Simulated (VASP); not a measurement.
# TiTe2 (P-3m1) in VASP: a series of runs, part 2 of 2

VASP 6.6.1. The steps go on from the part before.

## Step 4: Single point, r2SCAN

This run uses another cell than the first one, of 26.22 Å³/atom, 1.043 times its volume.

File POSCAR:

```
TiTe2
1.0
    3.7516502429      0.0000000000      0.0000000000
   -1.8758251215      3.2490244165      0.0000000000
    0.0000000000      0.0000000000      6.4543879477
Te Ti
2 1
Direct
    0.3333333333      0.6666666667      0.7372000000
    0.6666666667      0.3333333333      0.2628000000
    0.0000000000      0.0000000000      0.0000000000
```

File INCAR.step1:

```
PREC = Accurate ; ENCUT = 520
ISMEAR = -1 ; SIGMA = 0.05
LREAL = F ; LASPH = T
NELM = 60 ; NBANDS = 19
GGA = PE ; ALGO = Normal
EDIFF = 1E-4 ; LWAVE = T
LCHARG = F
```

File INCAR.step2:

```
PREC = Accurate ; ENCUT = 520
EDIFF = 1E-7 ; ISMEAR = -1
SIGMA = 0.05 ; LREAL = F
LASPH = T ; NELM = 60
ALGO = Normal ; ISIF = 2
LWAVE = F ; LCHARG = F
METAGGA = R2SCAN ; LMIXTAU = T
NBANDS = 19 ; ISTART = 1
```

File KPOINTS:

```
regular mesh
0
Gamma
  8 8 4
```

Started as:

```sh
$ cat potpaw_PBE.64/Te/POTCAR potpaw_PBE.64/Ti_sv/POTCAR > POTCAR
$ cp INCAR.step1 INCAR
$ mpirun -np 1 vasp_std > vasp.out
$ cp INCAR.step2 INCAR
$ mpirun -np 1 vasp_std > vasp.out
```

Wall time 3 min (1 thread of Intel Xeon Platinum 8259CL at 2.50GHz (Skylake/Cascade Lake), shared host); peak memory 0.22 GiB.

It converged, with:

* Free energy: -66.2518 eV
* Pressure: 2.5 GPa
* Largest force: 0.018 eV/Å
* Band gap on the k mesh: zero (band 12 reaches 7.51 eV, above the bottom of band 13 at 6.82 eV)

Forces on the atoms (eV/Å):
```
Te   0.000  0.000  0.018
Te   0.000  0.000 -0.018
Ti   0.000  0.000  0.000
```

Stress tensor (GPa, compression positive):
```
2.70 0.00 0.00
0.00 2.70 0.00
0.00 0.00 2.13
```

Levels at points of the mesh, in eV from the Fermi level:
```tsv
k point	band 10	band 11	band 12	band 13	band 14	band 15
(0.00, 0.00, 0.00)	0.42	0.42	0.46	0.48	1.02	1.02
(0.50, 0.00, 0.00)	-2.65	-2.05	-1.36	0.07	1.26	1.67
(0.00, 0.00, 0.50)	-1.89	0.41	0.41	0.68	0.68	1.20
(0.50, 0.00, 0.50)	-2.34	-1.17	-0.81	-0.23	1.25	1.64
```

Caveat: the PAW data sets were made with another functional, which shifts forces and pressure a little; spin-orbit coupling is left out, which moves the levels of the heavy elements.

## Step 5: Single point, r2SCAN

This run uses another cell than the first one, of 26.76 Å³/atom, 1.064 times its volume.

File POSCAR:

```
TiTe2
1.0
    3.7770000000      0.0000000000      0.0000000000
   -1.8885000000      3.2709779501      0.0000000000
    0.0000000000      0.0000000000      6.4980000000
Te Ti
2 1
Direct
    0.3333333333      0.6666666667      0.7372000000
    0.6666666667      0.3333333333      0.2628000000
    0.0000000000      0.0000000000      0.0000000000
```

File INCAR.step1:

```
SYSTEM = TiTe2
ALGO = Normal
EDIFF = 1E-4
ENCUT = 520
GGA = PE
ISMEAR = -1
LASPH = .True.
LCHARG = .False.
LREAL = .False.
LWAVE = .True.
NBANDS = 19
NELM = 100
PREC = Accurate
SIGMA = 0.05
```

File INCAR.step2:

```
SYSTEM = TiTe2
ALGO = Normal
EDIFF = 1E-6
ENCUT = 520
ISIF = 2
ISMEAR = -1
ISTART = 1
LASPH = .True.
LCHARG = .False.
LMIXTAU = .True.
LREAL = .False.
LWAVE = .False.
METAGGA = R2SCAN
NBANDS = 19
NELM = 100
PREC = Accurate
SIGMA = 0.05
```

File KPOINTS:

```
k-points
0
Gamma
  8 8 4
  0 0 0
```

Started as:

```sh
$ cat potpaw_PBE.64/Te/POTCAR potpaw_PBE.64/Ti_sv/POTCAR > POTCAR
$ cp INCAR.step1 INCAR
$ mpirun -np 1 vasp_std > vasp.out
$ cp INCAR.step2 INCAR
$ mpirun -np 1 vasp_std > vasp.out
```

Run time: 2.9 min. Hardware: 1 thread of Intel Xeon Platinum 8259CL at 2.50GHz (Skylake/Cascade Lake), shared host; peak memory 0.22 GiB.

The run converged. Its results:

- Free energy: -66.2698 eV
- Pressure: 1.0 GPa
- Largest force: 0.198 eV/Å
- Band gap on the k mesh: zero (band 12 reaches 7.25 eV, above the bottom of band 13 at 6.61 eV)

Forces on the atoms (eV/Å):
```
Te   0.000  0.000  0.198
Te   0.000  0.000 -0.198
Ti   0.000  0.000  0.000
```

Stress tensor (GPa, compression positive):
```
1.28 0.00 0.00
0.00 1.28 0.00
0.00 0.00 0.57
```

Levels at points of the mesh, in eV from the Fermi level:
```
           k point  band 8  band 9  band 10  band 11  band 12  band 13  band 14  band 15  band 16  band 17
(0.00, 0.00, 0.00)   -1.94   -1.94     0.41     0.41     0.43     0.45     0.96     0.96     3.09     3.09
(0.50, 0.00, 0.00)   -3.97   -2.96    -2.60    -2.03    -1.35     0.06     1.21     1.61     2.46     3.36
(0.00, 0.00, 0.50)   -2.84   -1.87    -1.87     0.40     0.40     0.63     0.63     1.15     3.52     3.52
(0.50, 0.00, 0.50)   -4.84   -2.67    -2.30    -1.18    -0.82    -0.21     1.21     1.58     2.61     3.53
```

Caveat: the PAW data sets were made with another functional, which shifts forces and pressure a little; spin-orbit coupling is left out, which moves the levels of the heavy elements.

## Step 6: Single point, r2SCAN

This run uses another cell than the first one, of 27.30 Å³/atom, 1.085 times its volume.

File POSCAR:

```
TiTe2
1.0
    3.8020139740      0.0000000000      0.0000000000
   -1.9010069870      3.2926406870      0.0000000000
    0.0000000000      0.0000000000      6.5410343667
Te Ti
2 1
Direct
    0.3333333333      0.6666666667      0.7372000000
    0.6666666667      0.3333333333      0.2628000000
    0.0000000000      0.0000000000      0.0000000000
```

File INCAR.step1:

```
SYSTEM = TiTe2
  PREC = Accurate
  ENCUT = 520
  ISMEAR = -1
  SIGMA = 0.05
  LREAL = .False.
  LASPH = .True.
  NELM = 80
  NBANDS = 19
  GGA = PE
  ALGO = Normal
  EDIFF = 1E-4
  LWAVE = .True.
  LCHARG = .False.
```

File INCAR.step2:

```
SYSTEM = TiTe2
  PREC = Accurate
  ENCUT = 520
  EDIFF = 1E-6
  ISMEAR = -1
  SIGMA = 0.05
  LREAL = .False.
  LASPH = .True.
  NELM = 80
  ALGO = Normal
  ISIF = 2
  LWAVE = .False.
  LCHARG = .False.
  METAGGA = R2SCAN
  LMIXTAU = .True.
  NBANDS = 19
  ISTART = 1
```

File KPOINTS:

```
Automatic mesh
0
Gamma
  8 8 4
  0 0 0
```

Potentials or basis: VASP PAW PBE potentials, release 64 (Te, Ti_sv).

Started as:

```sh
$ cat potpaw_PBE.64/Te/POTCAR potpaw_PBE.64/Ti_sv/POTCAR > POTCAR
$ cp INCAR.step1 INCAR
$ mpirun -np 1 vasp_std > vasp.out
$ cp INCAR.step2 INCAR
$ mpirun -np 1 vasp_std > vasp.out
```

Run time: 3 min. Hardware: 1 thread of Intel Xeon Platinum 8259CL at 2.50GHz (Skylake/Cascade Lake), shared host; peak memory 0.23 GiB.

It converged, with:

| Item | Value |
| --- | --- |
| Free energy | -66.2739 eV |
| Pressure | -0.3 GPa |
| Largest force | 0.365 eV/Å |
| Band gap on the k mesh | zero (band 12 reaches 6.99 eV, above the bottom of band 13 at 6.40 eV) |

Forces in eV/Å, atoms in the order of the input:
```
Te   0.000  0.000  0.365
Te   0.000  0.000 -0.365
Ti   0.000  0.000  0.000
```

Stress tensor (GPa, compression positive):
```
-0.02  0.00  0.00
 0.00 -0.02  0.00
 0.00  0.00 -0.83
```

Levels at points of the mesh, in eV from the Fermi level:
```
           k point  band 9  band 10  band 11  band 12  band 13  band 14  band 15  band 16
(0.00, 0.00, 0.00)   -1.92     0.38     0.40     0.40     0.45     0.90     0.90     2.99
(0.50, 0.00, 0.00)   -2.91    -2.56    -2.00    -1.34     0.06     1.17     1.56     2.40
(0.00, 0.00, 0.50)   -1.85    -1.85     0.39     0.39     0.59     0.59     1.10     3.41
(0.50, 0.00, 0.50)   -2.63    -2.27    -1.19    -0.83    -0.19     1.16     1.53     2.54
```

Caveat: the PAW data sets were made with another functional, which shifts forces and pressure a little; spin-orbit coupling is left out, which moves the levels of the heavy elements.

## Step 7: The runs side by side

| cell | gap on the mesh (eV) | pressure (GPa) | largest force (eV/Å) |
| --- | --- | --- | --- |
| a = 3.700, b = 3.700, c = 6.365 Å, angles 90.0, 90.0, 120.0°, 3 atoms | none | 5.9 | 0.38 |
| a = 3.726, b = 3.726, c = 6.410 Å, angles 90.0, 90.0, 120.0°, 3 atoms | none | 4.1 | 0.18 |
| a = 3.752, b = 3.752, c = 6.454 Å, angles 90.0, 90.0, 120.0°, 3 atoms | none | 2.5 | 0.02 |
| a = 3.777, b = 3.777, c = 6.498 Å, angles 90.0, 90.0, 120.0°, 3 atoms | none | 1.0 | 0.20 |
| a = 3.802, b = 3.802, c = 6.541 Å, angles 90.0, 90.0, 120.0°, 3 atoms | none | -0.3 | 0.36 |

Alike in all rows: task single point; level r2SCAN; potentials or basis VASP PAW PBE potentials, release 64 (Te, Ti_sv); no spin polarisation; k mesh 8 × 8 × 4; cutoff (eV) 520; smearing fermi-dirac 0.05 eV.

Caveats: the PAW data sets were made with another functional, which shifts forces and pressure a little; spin-orbit coupling is left out, which moves the levels of the heavy elements.

Absolute energies hang on the potentials; compare differences alone.
